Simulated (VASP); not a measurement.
# Cr (R-3m) in VASP: single point with PBEsol

Aim: the single point of Cr with PBEsol.

All numbers are computed with VASP 6.6.1; they aren't measurements. Logs are shortened: lines on timing, memory, paths and dates and some standing lists are left out, and cuts for length are marked.

### Step 1. The cell of the first run

The structure is trigonal, space group R-3m (No. 166). Conventional cell: a = 4.797 Å, b = 4.797 Å, c = 23.944 Å, α = 90.00°, β = 90.00°, γ = 120.00°. Within 2.9 Å of Cr (site symmetry m) lie 7 Cr at 2.21 to 2.42 Å. Within 3.1 Å of Cr (site symmetry m) lie 8 Cr at 2.36 to 2.43 Å.

### Step 2. Single point, PBEsol

The input, INCAR:

```
SYSTEM = Cr
PREC = Accurate
ENCUT = 520
EDIFF = 1E-6
ISMEAR = 0
SIGMA = 0.1
LREAL = .FALSE.
LASPH = .TRUE.
NELM = 100
ALGO = Fast
ISIF = 2
LWAVE = .FALSE.
LCHARG = .FALSE.
GGA = PS
NBANDS = 84
```

The input, KPOINTS:

```
Automatic mesh
0
G
  3 3 3
  0 0 0
```

The input, POSCAR:

```
Cr
1.0
    2.3983016505      1.3846601035      7.9812814491
   -2.3983016505      1.3846601035      7.9812814491
    0.0000000000     -2.7693202070      7.9812814491
Cr
12
Direct
    0.0444814597      0.5493187753      0.0444814597
    0.0444814597      0.0444814597      0.5493187753
    0.5493187753      0.0444814597      0.0444814597
    0.9555185403      0.4506812247      0.9555185403
    0.4506812247      0.9555185403      0.9555185403
    0.9555185403      0.9555185403      0.4506812247
    0.2094454361      0.7023459076      0.2094454361
    0.2094454361      0.2094454361      0.7023459076
    0.7023459076      0.2094454361      0.2094454361
    0.7905545639      0.2976540924      0.7905545639
    0.2976540924      0.7905545639      0.7905545639
    0.7905545639      0.7905545639      0.2976540924
```

Potentials or basis: VASP PAW PBE potentials, release 64 (Cr_pv).

The run is started by

```sh
$ cat potpaw_PBE.64/Cr_pv/POTCAR > POTCAR
$ mpirun -np 1 vasp_std > vasp.out
```

OUTCAR:

```text
SYSTEM = Cr
   PREC = Accurate
   ENCUT = 520
   EDIFF = 1E-6
   ISMEAR = 0
   LREAL = .FALSE.
   LASPH = .TRUE.
   NELM = 100
   ISIF = 2
   GGA = PS

 ion  position               nearest neighbor table
   1  0.044  0.549  0.044-   4 2.21  11 2.37  12 2.37   2 2.38   3 2.38   2 2.42   3 2.42
   2  0.044  0.044  0.549-   6 2.21  10 2.37  11 2.37   3 2.38   1 2.38   1 2.42   3 2.42
   3  0.549  0.044  0.044-   5 2.21  10 2.37  12 2.37   2 2.38   1 2.38   2 2.42   1 2.42
   4  0.956  0.451  0.956-   1 2.21   9 2.37   8 2.37   6 2.38   5 2.38   6 2.42   5 2.42
   5  0.451  0.956  0.956-   3 2.21   7 2.37   8 2.37   6 2.38   4 2.38   6 2.42   4 2.42
   6  0.956  0.956  0.451-   2 2.21   7 2.37   9 2.37   4 2.38   5 2.38   4 2.42   5 2.42
   7  0.209  0.702  0.209-   8 2.36   9 2.36   5 2.37   6 2.37  11 2.39  12 2.39   8 2.43   9 2.43

   8  0.209  0.209  0.702-   7 2.36   9 2.36   4 2.37   5 2.37  10 2.39  11 2.39   7 2.43   9 2.43

   9  0.702  0.209  0.209-   8 2.36   7 2.36   4 2.37   6 2.37  10 2.39  12 2.39   8 2.43   7 2.43

  10  0.791  0.298  0.791-  12 2.36  11 2.36   3 2.37   2 2.37   9 2.39   8 2.39  12 2.43  11 2.43

  11  0.298  0.791  0.791-  12 2.36  10 2.36   1 2.37   2 2.37   7 2.39   8 2.39  12 2.43  10 2.43

  12  0.791  0.791  0.298-  10 2.36  11 2.36   1 2.37   3 2.37   7 2.39   9 2.39  11 2.43  10 2.43

  LATTYP: Found a trigonal (rhomboedric) cell.
 ALAT       =     8.4480759927
 COS(alpha) =     0.8388159794

  Lattice vectors:

 A1 = (   2.3983016505,   1.3846601035,   7.9812814491)
 A2 = (  -2.3983016505,   1.3846601035,   7.9812814491)
 A3 = (   0.0000000000,  -2.7693202070,   7.9812814491)

Analysis of symmetry for initial positions (statically):
=====================================================================
 Subroutine PRICEL returns:
 Original cell was already a primitive cell.

 Routine SETGRP: Setting up the symmetry group for a
 trigonal (rhombohedral) supercell.

 Subroutine GETGRP returns: Found 12 space group operations
 (whereof 12 operations were pure point group operations)
 out of a pool of 12 trial point group operations.

The static configuration has the point symmetry D_3d.

Analysis of symmetry for dynamics (positions and initial velocities):
=====================================================================
 Subroutine PRICEL returns:
 Original cell was already a primitive cell.

 Routine SETGRP: Setting up the symmetry group for a
 trigonal (rhombohedral) supercell.

 Subroutine GETGRP returns: Found 12 space group operations
 (whereof 12 operations were pure point group operations)
 out of a pool of 12 trial point group operations.

The dynamic configuration has the point symmetry D_3d.

 Subroutine INISYM returns: Found 12 space group operations
 (whereof 12 operations are pure point group operations),
 and found     1 'primitive' translations

----------------------------------------------------------------------------------------

                                     Primitive cell

  volume of cell :     159.0270

  direct lattice vectors                    reciprocal lattice vectors
     2.398301651  1.384660103  7.981281449     0.208480864  0.120366483  0.041764388
    -2.398301651  1.384660103  7.981281449    -0.208480864  0.120366483  0.041764388
     0.000000000 -2.769320207  7.981281449     0.000000000 -0.240732966  0.041764388

  length of vectors
     8.448075993  8.448075993  8.448075993     0.244328928  0.244328928  0.244328928

  position of ions in fractional coordinates (direct lattice)
     0.044481460  0.549318775  0.044481460
     0.044481460  0.044481460  0.549318775
     0.549318775  0.044481460  0.044481460
     0.955518540  0.450681225  0.955518540
     0.450681225  0.955518540  0.955518540
     0.955518540  0.955518540  0.450681225
     0.209445436  0.702345908  0.209445436
     0.209445436  0.209445436  0.702345908
     0.702345908  0.209445436  0.209445436
     0.790554564  0.297654092  0.790554564
     0.297654092  0.790554564  0.790554564
     0.790554564  0.790554564  0.297654092

  ion indices of the primitive-cell ions
   primitive index   ion index
                 1           1
                 2           2
                 3           3
                 4           4
                 5           5
                 6           6
                 7           7
                 8           8
                 9           9
                10          10
                11          11
                12          12

----------------------------------------------------------------------------------------

 KPOINTS: Automatic mesh

Automatic generation of k-mesh.
 Grid dimensions read from file:
 generate k-points for:    3    3    3

 Generating k-lattice:

  Cartesian coordinates                     Fractional coordinates (reciprocal lattice)
     0.069493621  0.040122161  0.013921463     0.333333333  0.000000000  0.000000000
    -0.069493621  0.040122161  0.013921463     0.000000000  0.333333333  0.000000000
     0.000000000 -0.080244322  0.013921463     0.000000000  0.000000000  0.333333333

  Length of vectors
     0.081442976  0.081442976  0.081442976

  Shift w.r.t. Gamma in fractional coordinates (k-lattice)
     0.000000000  0.000000000  0.000000000

 Subroutine IBZKPT returns following result:
 ===========================================

 Found      6 irreducible k-points:

 Following reciprocal coordinates:
            Coordinates               Weight
  0.000000  0.000000  0.000000      1.000000
  0.333333 -0.000000  0.000000      6.000000
  0.333333  0.333333  0.000000      6.000000
 -0.333333  0.333333  0.000000      6.000000
  0.333333  0.333333  0.333333      2.000000
 -0.333333  0.333333  0.333333      6.000000
   k-points           NKPTS =      6   k-points in BZ     NKDIM =      6   number of bands    NBANDS=     84
   number of dos      NEDOS =    301   number of ions     NIONS =     12
   total plane-waves  NPLWV = 262144
   dimension x,y,z NGX =    64 NGY =   64 NGZ =   64
   dimension x,y,z NGXF=   128 NGYF=  128 NGZF=  128
   ions per type =              12
   NGX,Y,Z   is equivalent  to a cutoff of  12.59, 12.59, 12.59 a.u.
   NGXF,Y,Z  is equivalent  to a cutoff of  25.19, 25.19, 25.19 a.u.
 SYSTEM =  Cr
   PREC   = accura    normal or accurate (medium, high low for compatibility)
   ISTART =      0    job   : 0-new  1-cont  2-samecut
   ICHARG =      2    charge: 1-file 2-atom 10-const
   ISPIN  =      1    spin polarized calculation?
   LNONCOLLINEAR =      F non collinear calculations
   LSORBIT =      F    spin-orbit coupling
   LASPH  =      T    aspherical Exc in radial PAW
   ENCUT  =  520.0 eV  38.22 Ry    6.18 a.u.  15.71 15.71 15.71*2*pi/ulx,y,z
   NELM   =    100;   NELMIN=  2; NELMDL= -5     # of ELM steps
   EDIFF  = 0.1E-05   stopping-criterion for ELM
   LREAL  =      F    real-space projection
   EDIFFG = 0.1E-04   stopping-criterion for IOM
   NSW    =      0    number of steps for IOM
   IBRION =     -1    ionic relax: 0-MD 1-quasi-New 2-CG
   NFREE  =      0    steps in history (QN), initial steepest desc. (CG)
   ISIF   =      2    stress and relaxation
   ISYM   =      2    0-nonsym 1-usesym 2-fastsym
   POTIM  = 0.5000    time-step for ionic-motion
   TEBEG  =    0.0;   TEEND  =   0.0 temperature during run
   PSTRESS=    0.0 pullay stress
   NELECT =     144.0000    total number of electrons
   NUPDOWN=      -1.0000    fix difference up-down
   EMIN   =  10.00;   EMAX   =-10.00  energy-range for DOS
   EFERMI =   0.00;   METHOD = LEGACY
   ISMEAR =     0;   SIGMA  =   0.10  broadening in eV -4-tet -1-fermi 0-gaus
   EFERMI_NEDOS =   21; number of points for ismear=-14 and -15
   IALGO  =     68    algorithm
   IMIX   =      4    mixing-type and parameters
     AMIX     =   0.40;   BMIX     =  1.00
     AMIX_MAG =   1.60;   BMIX_MAG =  1.00
  volume/ion in A,a.u.               =      13.25        89.43
  Fermi-wavevector in a.u.,A,eV,Ry     =   1.583818  2.992983 34.129951  2.508481
  Thomas-Fermi vector in A             =   2.683531
   LORBIT       =      0    0 simple, 1 ext, 2 COOP (PROOUT), +10 PAW based schemes
   GGA     = PS    functional components
   LHFCALC =     F    Hartree Fock is set to
   AEXX    =    0.0000 exact exchange contribution
   IVDW    =     0    specifies the selected vdW correction
   LEPSILON=     F    determine dielectric tensor
   LRPA    =     F    only Hartree local field effects (RPA)
 non-spin polarized calculation
 RMM-DIIS sequential band-by-band and
 Gauss-broadening in eV      SIGMA  =   0.10
  energy-cutoff  :      520.00
  volume of cell :      159.03
 maximum number of plane-waves:      4299
   NGX = 31   NGY = 31   NGZ = 31

 number of electron     143.9999988 magnetization

 Free energy of the ion-electron system (eV)
  ---------------------------------------------------
  ext. energy  EPLUGINS =         0.00000000
  ---------------------------------------------------
  free energy    TOTEN  =      -109.95249048 eV

  energy without entropy =     -109.86386090  energy(sigma->0) =     -109.90817569

 E-fermi :   8.8097     XC(G=0): -12.7953

 val. band max:        8.8005366954   @ k =   0.3333  -0.0000   0.0000
 cond. band min:       8.9025918901   @ k =  -0.3333   0.3333   0.3333
 fundamental gap:      0.1020551947
 Fermi energy:         8.8096584386

 k-point     1 :       0.0000    0.0000    0.0000
  band No.  band energies     occupation
      1     -34.6957      2.00000
      2     -34.6700      2.00000
      3     -34.5501      2.00000
      4     -34.4431      2.00000
      5     -34.4407      2.00000
      6     -34.4407      2.00000
[... 511 lines left out ...]
     83       9.9198      0.00000
     84      10.0759      0.00000

------------------------ aborting loop because EDIFF is reached ----------------------------------------

  FORCE on cell =-STRESS in cart. coord.  units (eV):
  Direction    XX          YY          ZZ          XY          YZ          ZX
  --------------------------------------------------------------------------------------
  -------------------------------------------------------------------------------------
  Total       -0.2425837     -0.2425837      0.0321870      0.0000000      0.0000000      0.0000000
  in kB       -2.4440010     -2.4440010      0.3242799      0.0000000      0.0000000      0.0000000
  external PRESSURE =      -1.5212407 kB  Pullay stress =       0.0000000 kB

 VOLUME and BASIS-vectors are now :
 -----------------------------------------------------------------------------
  energy-cutoff  :      520.00
  volume of cell :      159.03
      direct lattice vectors                 reciprocal lattice vectors
     2.398301651  1.384660103  7.981281449     0.208480864  0.120366483  0.041764388
    -2.398301651  1.384660103  7.981281449    -0.208480864  0.120366483  0.041764388
     0.000000000 -2.769320207  7.981281449     0.000000000 -0.240732966  0.041764388

 POSITION                                       TOTAL-FORCE (eV/Angst)
 -----------------------------------------------------------------------------------
     -1.21075      0.69903      5.09431         0.009631     -0.005560      0.045224
      0.00000     -1.39806      5.09431         0.000000      0.011121      0.045224
      1.21075      0.69903      5.09431        -0.009631     -0.005560      0.045224
      1.21075     -0.69903     18.84954        -0.009631      0.005560     -0.045224
     -1.21075     -0.69903     18.84954         0.009631      0.005560     -0.045224
      0.00000      1.39806     18.84954         0.000000     -0.011121     -0.045224
     -1.18212      0.68250      8.94891         0.018525     -0.010696      0.029890
      0.00000     -1.36500      8.94891         0.000000      0.021391      0.029890
      1.18212      0.68250      8.94891        -0.018525     -0.010696      0.029890
      1.18212     -0.68250     14.99494        -0.018525      0.010696     -0.029890
     -1.18212     -0.68250     14.99494         0.018525      0.010696     -0.029890
      0.00000      1.36500     14.99494         0.000000     -0.021391     -0.029890
 -----------------------------------------------------------------------------------
    total drift:                                0.000000     -0.000000      0.000000

  FREE ENERGIE OF THE ION-ELECTRON SYSTEM (eV)
  ---------------------------------------------------
  free  energy   TOTEN  =      -109.9524904826 eV

  energy  without entropy=     -109.8638609015  energy(sigma->0) =     -109.90817569
```

Wall time 6 min (1 thread of Intel Xeon Platinum 8259CL at 2.50GHz (Skylake/Cascade Lake), shared host); peak memory 0.55 GiB.

What came out:

```
Free energy            : -109.9525 eV
Pressure               : -0.2 GPa
Largest force          : 0.047 eV/Å
Band gap on the k mesh : zero (bands 72 and 73 overlap by 0.98 eV)
```

Forces in eV/Å, atoms in the order of the input:
```
Cr   0.010 -0.006  0.045
Cr   0.000  0.011  0.045
Cr  -0.010 -0.006  0.045
Cr  -0.010  0.006 -0.045
Cr   0.010  0.006 -0.045
Cr   0.000 -0.011 -0.045
Cr   0.019 -0.011  0.030
Cr   0.000  0.021  0.030
Cr  -0.019 -0.011  0.030
Cr  -0.019  0.011 -0.030
Cr   0.019  0.011 -0.030
Cr   0.000 -0.021 -0.030
```

Stress tensor (GPa, compression positive):
```
-0.24  0.00  0.00
 0.00 -0.24  0.00
 0.00  0.00  0.03
```

Levels at points of the mesh, in eV from the Fermi level:
| k point | band 70 | band 71 | band 72 | band 73 | band 74 | band 75 |
| --- | --- | --- | --- | --- | --- | --- |
| (0.00, 0.00, 0.00) | 0.45 | 0.82 | 0.82 | 0.82 | 1.06 | 1.10 |

Caveat: the k points lie up to 0.51 Å⁻¹ apart, too coarse for converged energies and pressures of a metal; the PAW data sets were made with another functional, which shifts forces and pressure a little; the run has no spin polarisation, though such a crystal can be magnetic.
